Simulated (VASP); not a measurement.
Write the native input for VASP 6.6.1 that does the following.

```yaml
Task: single point
Functional: PBE
Potentials_or_basis: VASP PAW PBE potentials, release 64 (Ni, Eu)
Cutoff: 520 eV
k_mesh: 6 × 6 × 6
Occupations: fermi-dirac, width 0.1 eV
Spin: collinear spin, antiferromagnetic start
Starting_moments: "[2.0, -2.0, 7.0, -7.0] μB"
Hubbard_terms: Eu f U = 6.52 eV
Dipole_correction: no
Further_INCAR_settings: ALGO = Normal; EDIFF = 1e-06; NBANDS = 39
```

The structure of EuNi lies in POSCAR:

```
EuNi
1.0
    0.0000000000      3.7339191900      3.7339191900
    3.7339191900      0.0000000000      3.7339191900
    3.7339191900      3.7339191900      0.0000000000
Ni Eu
2 2
Direct
    0.5000000000      0.5000000000      0.5000000000
    0.7500000000      0.7500000000      0.7500000000
    0.0000000000      0.0000000000      0.0000000000
    0.2500000000      0.2500000000      0.2500000000
```

The input as run:

INCAR

```
  ALGO = Normal
  EDIFF = 1E-6
  ENCUT = 520
  GGA = PE
  ISIF = 2
  ISMEAR = -1
  ISPIN = 2
  LASPH = T
  LCHARG = F
  LDAU = T
  LDAUJ = 0 0
  LDAUL = -1 3
  LDAUPRINT = 1
  LDAUTYPE = 2
  LDAUU = 0 6.52
  LMAXMIX = 6
  LORBIT = 11
  LREAL = F
  LWAVE = F
  MAGMOM = 2 -2 7 -7
  NBANDS = 39
  NELM = 150
  PREC = Accurate
  SIGMA = 0.1
```

KPOINTS

```
k-points
0
Gamma
  6 6 6
```

Potentials or basis: VASP PAW PBE potentials, release 64 (Ni, Eu).

Run with:

```console
$ cat potpaw_PBE.64/Ni/POTCAR potpaw_PBE.64/Eu/POTCAR > POTCAR
$ mpirun -np 1 vasp_std > vasp.out
```

Results of the run:

```
Pressure                                              : -6.3 GPa
Band gap on the k mesh                                : zero (filled and empty bands overlap)
Net moment                                            : 0.00 μB per cell
Site moments                                          : Ni +0.09, -0.09; Eu +6.75, -6.75 μB
Valence electrons inside the program's atomic spheres : Ni 8.93; Eu 14.93
```

Caveat: spin-orbit coupling is left out, which moves the levels of the heavy elements.

Wall time 6 min on 1 thread of Oxide Virtual Turin-like Processor, on a shared host, peak memory 0.32 GiB.
